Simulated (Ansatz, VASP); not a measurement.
Two plane-wave programs on Mg

```xyz
2
Lattice="3.2722 0.0000 0.0000 -1.6361 2.8338 0.0000 0.0000 0.0000 5.3125" Properties=species:S:1:pos:R:3 pbc="T T T"
Mg    1.6361    0.9446    3.9844
Mg    0.0000    1.8892    1.3281
```

Alike in both runs: task single point; functional b88 exchange, pbe correlation; k mesh 10 × 10 × 5; occupations fermi-dirac, width 0.05 eV; no spin polarisation.

```csv
,VASP,Ansatz
version,VASP 6.6.1,Ansatz 0.2.0
potentials or method,"VASP PAW PBE potentials, release 64 (Mg)",Ansatz PAW
plane-wave cutoff (eV),600,420
valence electrons in the cell,4,20
```

|  | VASP | Ansatz | Ansatz less VASP |
| --- | --- | --- | --- |
| gap on the k mesh at the Fermi level (eV) | none | none | - |
| pressure (GPa) | -1.9 | -1.7 | +0.16 |
| traceless stress, the component that is largest in VASP (GPa) | 0.82 | 0.82 | 0.000 |

VASP's potentials were made for PBE, not for b88 exchange, pbe correlation. A gap of «none» marks a metal or a gap that the smearing closes. VASP's potentials hold 4 valence electrons a cell and Ansatz's 20, so a difference there can come from the potentials and not from the codes.
